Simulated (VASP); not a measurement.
MgO: single point with LDA

Crystal: MgO.

```
CELL_PARAMETERS angstrom
2.04383 2.04383 0.00000
-2.04383 2.04383 0.00000
0.00000 2.04383 2.04383
ATOMIC_POSITIONS crystal
Mg 0.00000 0.00000 0.00000
O 0.50000 0.50000 0.00000
```

| Property | Result |
| --- | --- |
| Program | VASP 6.6.1 |
| Task | single point |
| Functional | LDA |
| Potentials or basis | VASP PAW LDA potentials, release 64 (Mg_sv, O) |
| Cutoff | 840 eV |
| k mesh | 10 × 10 × 10 |
| Occupations | gaussian, width 0.01 eV |
| Spin | no spin polarisation |
| Dipole correction | no |
| Further INCAR settings | ALGO = Normal; EDIFF = 1e-06; NBANDS = 15 |

```
Pressure               : 10.8 GPa
Band gap on the k mesh : 5.59 eV
```

Levels at points of the mesh, in eV from the valence-band top:
```
           k point  band 6  band 7  band 8  band 9  band 10  band 11
(0.00, 0.00, 0.00)    0.00    0.00    0.00    5.59    16.02    16.02
(0.50, 0.00, 0.00)   -5.11   -0.78   -0.78    8.32    13.44    16.94
(0.50, 0.50, 0.00)   -4.50   -1.49   -1.49    8.97    10.73    13.87
```

Wall time 24 s on 1 thread of AMD EPYC 7R43 64-Core Processor (Zen 3) (shared host), peak memory 0.11 GiB.

Caveat: the cell stands under pressure.
